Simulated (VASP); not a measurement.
A run of VASP 6.6.1 is set up as follows.

File INCAR:

```
PREC = Accurate ; ENCUT = 520
EDIFF = 1E-6 ; ISMEAR = -1
SIGMA = 0.05 ; LREAL = False
LASPH = True ; NELM = 80
ALGO = Normal ; ISIF = 2
LWAVE = False ; LCHARG = False
GGA = PS ; IVDW = 12
NBANDS = 20
```

The input KPOINTS:

```
regular mesh
0
Gamma
  8 8 5
```

POSCAR

```
SnSe2
1.0
    3.7926127714      0.0000000000      0.0000000000
   -1.8963063857      3.2844990067      0.0000000000
    0.0000000000      0.0000000000      5.7588169812
Sn Se
1 2
Direct
    0.0000000000      0.0000000000      0.0000000000
    0.6666666667      0.3333333333      0.7248151468
    0.3333333333      0.6666666667      0.2751848532
```

Potentials or basis: VASP PAW PBE potentials, release 64 (Sn_d, Se).

Launch:

```console
$ cat potpaw_PBE.64/Sn_d/POTCAR potpaw_PBE.64/Se/POTCAR > POTCAR
$ mpirun -np 1 vasp_std > vasp.out
```

(1) Predict the pressure.

(2) Estimate the band gap on the k mesh.

(3) Estimate the largest force.

(4) What does it give for the dispersion energy per atom?

Answers

(1) 0.1 GPa.

(2) 0.20 eV, indirect (least direct gap 0.69 eV).

(3) 0.022 eV/Å.

(4) -0.355 eV.

Caveat: the PAW data sets were made with another functional, which shifts forces and pressure a little; spin-orbit coupling is left out, which moves the levels of the heavy elements.
